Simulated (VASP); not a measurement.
# MnPt (P4/mmm) in VASP: single point with LDA+U

Aim: the single point of MnPt with LDA+U.

All numbers are computed with VASP 6.6.1; they aren't measurements. Logs are shortened: lines on timing, memory, paths and dates and some standing lists are left out, and cuts for length are marked.

**1. The cell of the first run**

Symmetry: P4/mmm, No. 123, tetragonal system. The conventional cell has a = 2.870 Å, b = 2.870 Å, c = 3.711 Å, α = 90.00°, β = 90.00°, γ = 90.00°. Pt (site symmetry 4/mmm) has 8 Mn at 2.75 Å and 6 Pt at 2.87 to 3.71 Å within 3.8 Å. Mn (site symmetry 4/mmm) has 8 Pt at 2.75 Å and 6 Mn at 2.87 to 3.71 Å within 3.8 Å.

**2. Single point, LDA+U**

Input file POSCAR:

```
MnPt
1.0
    2.8697060000      0.0000000000      0.0000000000
    0.0000000000      2.8697060000      0.0000000000
    0.0000000000      0.0000000000      3.7113510000
Pt Mn
1 1
Direct
    0.5000000000      0.5000000000      0.5000000000
    0.0000000000      0.0000000000      0.0000000000
```

Input file INCAR.step1:

```
SYSTEM = MnPt
ALGO = Normal ; EDIFF = 1E-6
ENCUT = 520 ; GGA = CA
ISIF = 2 ; ISMEAR = -1
LASPH = .TRUE. ; LCHARG = .TRUE.
LDAU = .TRUE. ; LDAUJ = 0 0
LDAUL = 2 -1 ; LDAUPRINT = 1
LDAUTYPE = 2 ; LDAUU = 4.3 0
LMAXMIX = 4 ; LREAL = .FALSE.
LWAVE = .FALSE. ; NBANDS = 18
NELM = 150 ; PREC = Accurate
SIGMA = 0.1
```

Input file KPOINTS.step1:

```
k-points
0
G
  12 12 9
  0 0 0
```

Input file INCAR.step2:

```
SYSTEM = MnPt
ALGO = Normal ; EDIFF = 1E-6
ENCUT = 520 ; GGA = CA
ICHARG = 11 ; ISIF = 2
ISMEAR = -5 ; LASPH = .TRUE.
LCHARG = .FALSE. ; LDAU = .TRUE.
LDAUJ = 0 0 ; LDAUL = 2 -1
LDAUPRINT = 1 ; LDAUTYPE = 2
LDAUU = 4.3 0 ; LMAXMIX = 4
LORBIT = 10 ; LREAL = .FALSE.
LWAVE = .FALSE. ; NBANDS = 18
NEDOS = 1001 ; NELM = 150
PREC = Accurate ; SIGMA = 0.1
```

Input file KPOINTS.step2:

```
k-points
0
G
  18 18 14
  0 0 0
```

Potentials or basis: VASP PAW LDA potentials, release 64 (Pt, Mn_pv).

The run is started by

```sh
cat potpaw_LDA.64/Pt/POTCAR potpaw_LDA.64/Mn_pv/POTCAR > POTCAR
cp INCAR.step1 INCAR
cp KPOINTS.step1 KPOINTS
mpirun -np 1 vasp_std > vasp.out
cp INCAR.step2 INCAR
cp KPOINTS.step2 KPOINTS
mpirun -np 1 vasp_std > vasp.out
```

OUTCAR:

```text
SYSTEM = MnPt
   EDIFF = 1E-6
   ENCUT = 520
   GGA = CA
   ICHARG = 11
   ISIF = 2
   ISMEAR = -5
   LASPH = .TRUE.
   LORBIT = 10
   LREAL = .FALSE.
   NELM = 150
   PREC = Accurate

 ion  position               nearest neighbor table
   1  0.500  0.500  0.500-   2 2.75   2 2.75   2 2.75   2 2.75   2 2.75   2 2.75   2 2.75   2 2.75

   2  0.000  0.000  0.000-   1 2.75   1 2.75   1 2.75   1 2.75   1 2.75   1 2.75   1 2.75   1 2.75

  LATTYP: Found a simple tetragonal cell.
 ALAT       =     2.8697060000
 C/A-ratio  =     1.2932861415

  Lattice vectors:

 A1 = (   2.8697060000,   0.0000000000,   0.0000000000)
 A2 = (   0.0000000000,   2.8697060000,   0.0000000000)
 A3 = (   0.0000000000,   0.0000000000,   3.7113510000)

Analysis of symmetry for initial positions (statically):
=====================================================================
 Subroutine PRICEL returns:
 Original cell was already a primitive cell.

 Routine SETGRP: Setting up the symmetry group for a
 simple tetragonal supercell.

 Subroutine GETGRP returns: Found 16 space group operations
 (whereof 16 operations were pure point group operations)
 out of a pool of 16 trial point group operations.

The static configuration has the point symmetry D_4h.

Analysis of symmetry for dynamics (positions and initial velocities):
=====================================================================
 Subroutine PRICEL returns:
 Original cell was already a primitive cell.

 Routine SETGRP: Setting up the symmetry group for a
 simple tetragonal supercell.

 Subroutine GETGRP returns: Found 16 space group operations
 (whereof 16 operations were pure point group operations)
 out of a pool of 16 trial point group operations.

The dynamic configuration has the point symmetry D_4h.

 Subroutine INISYM returns: Found 16 space group operations
 (whereof 16 operations are pure point group operations),
 and found     1 'primitive' translations

----------------------------------------------------------------------------------------

                                     Primitive cell

  volume of cell :      30.5638

  direct lattice vectors                    reciprocal lattice vectors
     2.869706000  0.000000000  0.000000000     0.348467752  0.000000000  0.000000000
     0.000000000  2.869706000  0.000000000     0.000000000  0.348467752  0.000000000
     0.000000000  0.000000000  3.711351000     0.000000000  0.000000000  0.269443661

  length of vectors
     2.869706000  2.869706000  3.711351000     0.348467752  0.348467752  0.269443661

  position of ions in fractional coordinates (direct lattice)
     0.500000000  0.500000000  0.500000000
     0.000000000  0.000000000  0.000000000

  ion indices of the primitive-cell ions
   primitive index   ion index
                 1           1
                 2           2

----------------------------------------------------------------------------------------

 KPOINTS: k-points

Automatic generation of k-mesh.
 Grid dimensions read from file:
 generate k-points for:   18   18   14

 Generating k-lattice:

  Cartesian coordinates                     Fractional coordinates (reciprocal lattice)
     0.019359320  0.000000000  0.000000000     0.055555556  0.000000000  0.000000000
     0.000000000  0.019359320  0.000000000     0.000000000  0.055555556  0.000000000
     0.000000000  0.000000000  0.019245976     0.000000000  0.000000000  0.071428571

  Length of vectors
     0.019359320  0.019359320  0.019245976

  Shift w.r.t. Gamma in fractional coordinates (k-lattice)
     0.000000000  0.000000000  0.000000000

 TETIRR: Found   6804 inequivalent tetrahedra from    27216
[... 40 lines left out ...]
   NGXF,Y,Z  is equivalent  to a cutoff of  27.81, 27.81, 25.08 a.u.
 SYSTEM =  MnPt
   PREC   = accura    normal or accurate (medium, high low for compatibility)
   ISTART =      0    job   : 0-new  1-cont  2-samecut
   ICHARG =     11    charge: 1-file 2-atom 10-const
   ISPIN  =      1    spin polarized calculation?
   LNONCOLLINEAR =      F non collinear calculations
   LSORBIT =      F    spin-orbit coupling
   LASPH  =      T    aspherical Exc in radial PAW
   ENCUT  =  520.0 eV  38.22 Ry    6.18 a.u.   5.34  5.34  6.90*2*pi/ulx,y,z
   NELM   =    150;   NELMIN=  2; NELMDL=  0     # of ELM steps
   EDIFF  = 0.1E-05   stopping-criterion for ELM
   LREAL  =      F    real-space projection
   EDIFFG = 0.1E-04   stopping-criterion for IOM
   NSW    =      0    number of steps for IOM
   IBRION =     -1    ionic relax: 0-MD 1-quasi-New 2-CG
   NFREE  =      0    steps in history (QN), initial steepest desc. (CG)
   ISIF   =      2    stress and relaxation
   ISYM   =      2    0-nonsym 1-usesym 2-fastsym
   POTIM  = 0.5000    time-step for ionic-motion
   TEBEG  =    0.0;   TEEND  =   0.0 temperature during run
   PSTRESS=    0.0 pullay stress
   NELECT =      23.0000    total number of electrons
   NUPDOWN=      -1.0000    fix difference up-down
   EMIN   =  10.00;   EMAX   =-10.00  energy-range for DOS
   EFERMI =   0.00;   METHOD = LEGACY
   ISMEAR =    -5;   SIGMA  =   0.10  broadening in eV -4-tet -1-fermi 0-gaus
   EFERMI_NEDOS =   21; number of points for ismear=-14 and -15
   IALGO  =     38    algorithm
   IMIX   =      4    mixing-type and parameters
     AMIX     =   0.40;   BMIX     =  1.00
     AMIX_MAG =   1.60;   BMIX_MAG =  1.00
  volume/ion in A,a.u.               =      15.28       103.13
  Fermi-wavevector in a.u.,A,eV,Ry     =   1.489070  2.813935 30.168606  2.217330
  Thomas-Fermi vector in A             =   2.602025
   LORBIT       =     10    0 simple, 1 ext, 2 COOP (PROOUT), +10 PAW based schemes
 LDA+U is selected, type is set to LDAUTYPE =  2
   angular momentum for each species LDAUL =     2   -1
   U (eV)           for each species LDAUU =   4.3  0.0
   J (eV)           for each species LDAUJ =   0.0  0.0
   GGA     = CA    functional components
   LHFCALC =     F    Hartree Fock is set to
   AEXX    =    0.0000 exact exchange contribution
   IVDW    =     0    specifies the selected vdW correction
   LEPSILON=     F    determine dielectric tensor
   LRPA    =     F    only Hartree local field effects (RPA)
 non-spin polarized calculation
 Fermi weights with tetrahedron method with Bloechl corrections
  energy-cutoff  :      520.00
  volume of cell :       30.56
 maximum number of plane-waves:       840
 NGX is ok and might be reduce to    24

atom =   1  type =  1  l = 2

 onsite density matrix

spin component  1

  0.8626 -0.0000  0.0000  0.0000 -0.0000
 -0.0000  0.8166 -0.0000  0.0000  0.0000
  0.0000 -0.0000  0.8682  0.0000 -0.0000
  0.0000  0.0000  0.0000  0.8166  0.0000
 -0.0000  0.0000 -0.0000  0.0000  0.8278

spin component  2

  0.8626 -0.0000  0.0000  0.0000 -0.0000
 -0.0000  0.8166 -0.0000  0.0000  0.0000
  0.0000 -0.0000  0.8682  0.0000 -0.0000
  0.0000  0.0000  0.0000  0.8166  0.0000
 -0.0000  0.0000 -0.0000  0.0000  0.8278

 occupancies and eigenvectors

  o =  0.8166  v =  0.0000 -0.6111 -0.0000 -0.7915  0.0000  0.0000  0.0000  0.0000  0.0000  0.0000      0.0000  0.0000  0.0000  0.0000  0.0000  0.0000  0.0000  0.0000  0.0000  0.0000
  o =  0.8166  v =  0.0000  0.0000  0.0000  0.0000  0.0000  0.0000 -0.6111 -0.0000 -0.7915  0.0000      0.0000  0.0000  0.0000  0.0000  0.0000  0.0000  0.0000  0.0000  0.0000  0.0000
  o =  0.8166  v =  0.0000  0.0000  0.0000  0.0000  0.0000  0.0000  0.7915  0.0000 -0.6111 -0.0000      0.0000  0.0000  0.0000  0.0000  0.0000  0.0000  0.0000  0.0000  0.0000  0.0000
  o =  0.8166  v =  0.0000  0.7915  0.0000 -0.6111 -0.0000  0.0000  0.0000  0.0000  0.0000  0.0000      0.0000  0.0000  0.0000  0.0000  0.0000  0.0000  0.0000  0.0000  0.0000  0.0000
  o =  0.8278  v =  0.0000 -0.0000  0.0000  0.0000 -1.0000  0.0000  0.0000  0.0000  0.0000  0.0000      0.0000  0.0000  0.0000  0.0000  0.0000  0.0000  0.0000  0.0000  0.0000  0.0000
  o =  0.8278  v =  0.0000  0.0000  0.0000  0.0000  0.0000  0.0000 -0.0000  0.0000  0.0000 -1.0000      0.0000  0.0000  0.0000  0.0000  0.0000  0.0000  0.0000  0.0000  0.0000  0.0000
  o =  0.8626  v =  0.0000  0.0000  0.0000  0.0000  0.0000  1.0000  0.0000  0.0000  0.0000  0.0000      0.0000  0.0000  0.0000  0.0000  0.0000  0.0000  0.0000  0.0000  0.0000  0.0000
  o =  0.8626  v =  1.0000  0.0000  0.0000  0.0000  0.0000  0.0000  0.0000  0.0000  0.0000  0.0000      0.0000  0.0000  0.0000  0.0000  0.0000  0.0000  0.0000  0.0000  0.0000  0.0000
  o =  0.8682  v =  0.0000 -0.0000  1.0000  0.0000  0.0000  0.0000  0.0000  0.0000  0.0000  0.0000      0.0000  0.0000  0.0000  0.0000  0.0000  0.0000  0.0000  0.0000  0.0000  0.0000
  o =  0.8682  v =  0.0000  0.0000  0.0000  0.0000  0.0000  0.0000 -0.0000  1.0000  0.0000  0.0000      0.0000  0.0000  0.0000  0.0000  0.0000  0.0000  0.0000  0.0000  0.0000  0.0000

 number of electron      23.0000003 magnetization

 Free energy of the ion-electron system (eV)
  ---------------------------------------------------
  ext. energy  EPLUGINS =         0.00000000
  ---------------------------------------------------
  free energy    TOTEN  =       -13.53823110 eV

  energy without entropy =      -13.53823110  energy(sigma->0) =      -13.53823110

 E-fermi :   8.0895     XC(G=0): -12.9581

 val. band max:        8.1663358457   @ k =   0.1667   0.0000   0.5000
 cond. band min:       8.0560284133   @ k =   0.1111   0.1111   0.3571
 fundamental gap:     -0.1103074325
 Fermi energy:         8.0894999072

 k-point     1 :       0.0000    0.0000    0.0000
  band No.  band energies     occupation
      1     -39.4919      2.00000
      2     -39.4076      2.00000
      3     -39.4076      2.00000
      4      -0.0056      2.00000
      5       2.4312      2.00000
      6       2.4590      2.00000
[... 481 lines left out ...]
      5       3.3551      2.00000
      6       3.9784      2.00000
[... 10 lines left out ...]
     17      18.9046      0.00000
     18      20.8404      0.00000

 [... further k-points ...]
[... 5 lines left out ...]
  --------------------------------------------------------------------------------------
  -------------------------------------------------------------------------------------
  Total       -9.0228559     -9.0228559     -6.9101459      0.0000000      0.0000000      0.0000000
  in kB     -472.9854274   -472.9854274   -362.2354559      0.0000000      0.0000000      0.0000000
  external PRESSURE =    -436.0687702 kB  Pullay stress =       0.0000000 kB

 VOLUME and BASIS-vectors are now :
 -----------------------------------------------------------------------------
  energy-cutoff  :      520.00
  volume of cell :       30.56
      direct lattice vectors                 reciprocal lattice vectors
     2.869706000  0.000000000  0.000000000     0.348467752  0.000000000  0.000000000
     0.000000000  2.869706000  0.000000000     0.000000000  0.348467752  0.000000000
     0.000000000  0.000000000  3.711351000     0.000000000  0.000000000  0.269443661

 POSITION                                       TOTAL-FORCE (eV/Angst)
 -----------------------------------------------------------------------------------
      1.43485      1.43485      1.85568         0.000000      0.000000      0.000000
      0.00000      0.00000      0.00000         0.000000      0.000000      0.000000
 -----------------------------------------------------------------------------------
    total drift:                                0.000000      0.000000     -0.000000

  FREE ENERGIE OF THE ION-ELECTRON SYSTEM (eV)
  ---------------------------------------------------
  free  energy   TOTEN  =       -13.5382310994 eV

  energy  without entropy=      -13.5382310994  energy(sigma->0) =      -13.53823110

 total charge

# of ion       s       p       d       tot
------------------------------------------
    1        0.643   0.504   8.327   9.474
    2        0.289   6.208   4.980  11.477
--------------------------------------------------
tot          0.932   6.712  13.308  20.951
```

It took 3.5 min on 1 thread of Intel Xeon 8259CL, shared host; peak memory 0.36 GiB.

Results:

| Property | Result |
| --- | --- |
| Valence electrons inside the program's atomic spheres | Pt 9.47; Mn 11.48 |

Eigenvalues of the final occupation matrices:
| site | spin | trace | eigenvalues |
| --- | --- | --- | --- |
| site 1 d | 1 | 4.19 | 0.82 0.82 0.83 0.86 0.87 |
| site 1 d | 2 | 4.19 | 0.82 0.82 0.83 0.86 0.87 |

Caveat: spin-orbit coupling is left out, which moves the levels of the heavy elements; the run has no spin polarisation, though such a crystal can be magnetic; U without spin polarisation on a metal has little footing; the U is typed as a test and isn't derived for this compound; tetrahedron occupations give inexact forces and stress in metals.
